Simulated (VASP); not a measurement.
# Ti (P6_3/mmc) in VASP: further runs, part 2 of 3

VASP 6.6.1. Earlier steps stand in the parts before.

## Step 3: Electric field gradients, PBE (volume scaled by 0.9405)

The input, INCAR:

```
PREC     = Accurate       # precision mode
ENCUT    = 520            # plane-wave cutoff, eV
EDIFF    = 1E-8           # SCF threshold, eV
ISMEAR   = -1             # smearing method
SIGMA    = 0.08           # smearing width, eV
LREAL    = F              # projectors in reciprocal space
LASPH    = T              # aspherical terms in the spheres
NELM     = 60             # most SCF steps
ALGO     = Normal         # electronic algorithm
ISIF     = 2              # what is computed and relaxed
LWAVE    = F              # write WAVECAR
LCHARG   = F              # write CHGCAR
GGA      = PE             # functional
LEFG     = T            
NBANDS   = 19             # bands
```

The input, KPOINTS:

```
regular mesh
0
Gamma
  13 13 7
```

The input, POSCAR:

```
Ti
1.0
    2.8902892058      0.0000000000      0.0000000000
   -1.4451446029      2.5030638765      0.0000000000
    0.0000000000      0.0000000000      4.5911542513
Ti
2
Direct
    0.3333333333      0.6666666667      0.2500000000
    0.6666666667      0.3333333333      0.7500000000
```

Potentials or basis: VASP PAW PBE potentials, release 64 (Ti_sv).

Launch:

```sh
> cat potpaw_PBE.64/Ti_sv/POTCAR > POTCAR
> mpirun -np 1 vasp_std > vasp.out
```

OUTCAR:

```text
PREC = Accurate
   ENCUT = 520
   EDIFF = 1E-8
   ISMEAR = -1
   LREAL = F
   LASPH = T
   NELM = 60
   ISIF = 2
   GGA = PE

 ion  position               nearest neighbor table
   1  0.333  0.667  0.250-   2 2.84   2 2.84   2 2.84   2 2.84   2 2.84   2 2.84
   2  0.667  0.333  0.750-   1 2.84   1 2.84   1 2.84   1 2.84   1 2.84   1 2.84

  LATTYP: Found a hexagonal cell.
 ALAT       =     2.8902892058
 C/A-ratio  =     1.5884757283

  Lattice vectors:

 A1 = (   2.8902892058,   0.0000000000,   0.0000000000)
 A2 = (  -1.4451446029,   2.5030638765,   0.0000000000)
 A3 = (   0.0000000000,   0.0000000000,   4.5911542513)

Analysis of symmetry for initial positions (statically):
=====================================================================
 Subroutine PRICEL returns:
 Original cell was already a primitive cell.

 Routine SETGRP: Setting up the symmetry group for a
 hexagonal supercell.

 Subroutine GETGRP returns: Found 24 space group operations
 (whereof 12 operations were pure point group operations)
 out of a pool of 24 trial point group operations.

The static configuration has the point symmetry D_3d.
 The point group associated with its full space group is D_6h.

Analysis of symmetry for dynamics (positions and initial velocities):
=====================================================================
 Subroutine PRICEL returns:
 Original cell was already a primitive cell.

 Routine SETGRP: Setting up the symmetry group for a
 hexagonal supercell.

 Subroutine GETGRP returns: Found 24 space group operations
 (whereof 12 operations were pure point group operations)
 out of a pool of 24 trial point group operations.

The dynamic configuration has the point symmetry D_3d.
 The point group associated with its full space group is D_6h.

 Subroutine INISYM returns: Found 24 space group operations
 (whereof 12 operations are pure point group operations),
 and found     1 'primitive' translations

----------------------------------------------------------------------------------------

                                     Primitive cell

  volume of cell :      33.2151

  direct lattice vectors                    reciprocal lattice vectors
     2.890289206  0.000000000  0.000000000     0.345986138  0.199755190  0.000000000
    -1.445144603  2.503063877  0.000000000     0.000000000  0.399510380  0.000000000
     0.000000000  0.000000000  4.591154251     0.000000000  0.000000000  0.217810151

  length of vectors
     2.890289206  2.890289206  4.591154251     0.399510380  0.399510380  0.217810151

  position of ions in fractional coordinates (direct lattice)
     0.333333333  0.666666667  0.250000000
     0.666666667  0.333333333  0.750000000

  ion indices of the primitive-cell ions
   primitive index   ion index
                 1           1
                 2           2

----------------------------------------------------------------------------------------

 KPOINTS: regular mesh
[... 68 lines left out ...]
   EDIFF  = 0.1E-07   stopping-criterion for ELM
   LREAL  =      F    real-space projection
   EDIFFG = 0.1E-06   stopping-criterion for IOM
   NSW    =      0    number of steps for IOM
   IBRION =     -1    ionic relax: 0-MD 1-quasi-New 2-CG
   NFREE  =      0    steps in history (QN), initial steepest desc. (CG)
   ISIF   =      2    stress and relaxation
   ISYM   =      2    0-nonsym 1-usesym 2-fastsym
   POTIM  = 0.5000    time-step for ionic-motion
   TEBEG  =    0.0;   TEEND  =   0.0 temperature during run
   PSTRESS=    0.0 pullay stress
   NELECT =      24.0000    total number of electrons
   NUPDOWN=      -1.0000    fix difference up-down
   EMIN   =  10.00;   EMAX   =-10.00  energy-range for DOS
   EFERMI =   0.00;   METHOD = LEGACY
   ISMEAR =    -1;   SIGMA  =   0.08  broadening in eV -4-tet -1-fermi 0-gaus
   EFERMI_NEDOS =   21; number of points for ismear=-14 and -15
   IALGO  =     38    algorithm
   IMIX   =      4    mixing-type and parameters
     AMIX     =   0.40;   BMIX     =  1.00
     AMIX_MAG =   1.60;   BMIX_MAG =  1.00
  volume/ion in A,a.u.               =      16.61       112.07
  Fermi-wavevector in a.u.,A,eV,Ry     =   1.469040  2.776083 29.362430  2.158078
  Thomas-Fermi vector in A             =   2.584465
   LORBIT       =      0    0 simple, 1 ext, 2 COOP (PROOUT), +10 PAW based schemes
   GGA     = PE    functional components
   LHFCALC =     F    Hartree Fock is set to
   AEXX    =    0.0000 exact exchange contribution
   IVDW    =     0    specifies the selected vdW correction
   LEPSILON=     F    determine dielectric tensor
   LRPA    =     F    only Hartree local field effects (RPA)
 non-spin polarized calculation
  energy-cutoff  :      520.00
  volume of cell :       33.22
 maximum number of plane-waves:       911
 NGX is ok and might be reduce to    24
   NGX = 11   NGY = 11   NGZ = 17

 number of electron      24.0000001 magnetization

 Free energy of the ion-electron system (eV)
  ---------------------------------------------------
  ext. energy  EPLUGINS =         0.00000000
  ---------------------------------------------------
  free energy    TOTEN  =       -15.66938336 eV

  energy without entropy =      -15.62363500  energy(sigma->0) =      -15.64650918

 E-fermi :   8.8102     XC(G=0): -11.7100

 val. band max:        8.8052348730   @ k =   0.0769   0.0769   0.4286
 cond. band min:       8.8105051403   @ k =   0.0000   0.0000   0.4286
 fundamental gap:      0.0052702673
 Fermi energy:         8.8101653155

 k-point     1 :       0.0000    0.0000    0.0000
  band No.  band energies     occupation
      1     -47.9635      2.00000
      2     -47.8015      2.00000
      3     -24.5989      2.00000
      4     -23.8671      2.00000
      5     -23.8671      2.00000
      6     -23.7857      2.00000
[... 505 lines left out ...]
      6     -23.8986      2.00000
[... 11 lines left out ...]
     18      10.6989      0.00000
     19      12.2958      0.00000

 [... further k-points ...]
[... 5 lines left out ...]
  --------------------------------------------------------------------------------------
  -------------------------------------------------------------------------------------
  Total        1.1157496      1.1157496      1.0736448      0.0000000      0.0000000      0.0000000
  in kB       53.8198146     53.8198146     51.7888281      0.0000000      0.0000000      0.0000000
  external PRESSURE =      53.1428191 kB  Pullay stress =       0.0000000 kB

 VOLUME and BASIS-vectors are now :
 -----------------------------------------------------------------------------
  energy-cutoff  :      520.00
  volume of cell :       33.22
      direct lattice vectors                 reciprocal lattice vectors
     2.890289206  0.000000000  0.000000000     0.345986138  0.199755190  0.000000000
    -1.445144603  2.503063877  0.000000000     0.000000000  0.399510380  0.000000000
     0.000000000  0.000000000  4.591154251     0.000000000  0.000000000  0.217810151

 POSITION                                       TOTAL-FORCE (eV/Angst)
 -----------------------------------------------------------------------------------
     -0.00000      1.66871      1.14779        -0.000000      0.000000      0.000000
      1.44514      0.83435      3.44337         0.000000     -0.000000      0.000000
 -----------------------------------------------------------------------------------
    total drift:                               -0.000000      0.000000     -0.000000

  FREE ENERGIE OF THE ION-ELECTRON SYSTEM (eV)
  ---------------------------------------------------
  free  energy   TOTEN  =       -15.6693833578 eV

  energy  without entropy=      -15.6236349955  energy(sigma->0) =      -15.64650918

 Electric field gradients (V/A^2)
---------------------------------------------------------------------
 ion       V_xx      V_yy      V_zz      V_xy      V_xz      V_yz
---------------------------------------------------------------------
   1      -9.509    -9.508    19.016     0.001     0.000    -0.000
   2      -9.509    -9.508    19.016     0.001    -0.000     0.000
---------------------------------------------------------------------

 Electric field gradients after diagonalization (V/A^2)
 (convention: |V_zz| > |V_xx| > |V_yy|)
----------------------------------------------------------------------
 ion       V_xx      V_yy      V_zz     asymmetry (V_yy - V_xx)/ V_zz
----------------------------------------------------------------------
   1      -9.509    -9.507    19.016       0.000
   2      -9.509    -9.507    19.016       0.000
----------------------------------------------------------------------

           NMR quadrupolar parameters

 Cq : quadrupolar parameter    Cq=e*Q*V_zz/h
 eta: asymmetry parameters     (V_yy - V_xx)/ V_zz
 Q  : nuclear electric quadrupole moment in mb (millibarn)
----------------------------------------------------------------------
 ion       Cq(MHz)       eta       Q (mb)
----------------------------------------------------------------------
   1       0.046       0.000       1.000
   2       0.046       0.000       1.000
----------------------------------------------------------------------
```

Wall time 40 s (1 thread of Intel Xeon 6975P-C, shared host); peak memory 0.18 GiB.

What came out:

| Property | Result |
| --- | --- |
| Free energy | -15.6694 eV |
| Pressure | 5.3 GPa |
| Band gap on the k mesh | zero (band 12 reaches 9.62 eV, above the bottom of band 13 at 8.48 eV) |

Electric field gradients, principal values (V/Å²):
```tsv
atom	least	middle	greatest (by size)
1 Ti	-9.507	-9.509	19.016
2 Ti	-9.507	-9.509	19.016
```

Caveat: without QUAD_EFG the Cq values of the log hold for a quadrupole moment of 1 mb, not for the nuclei.

(Continued in part 3 of 3.)
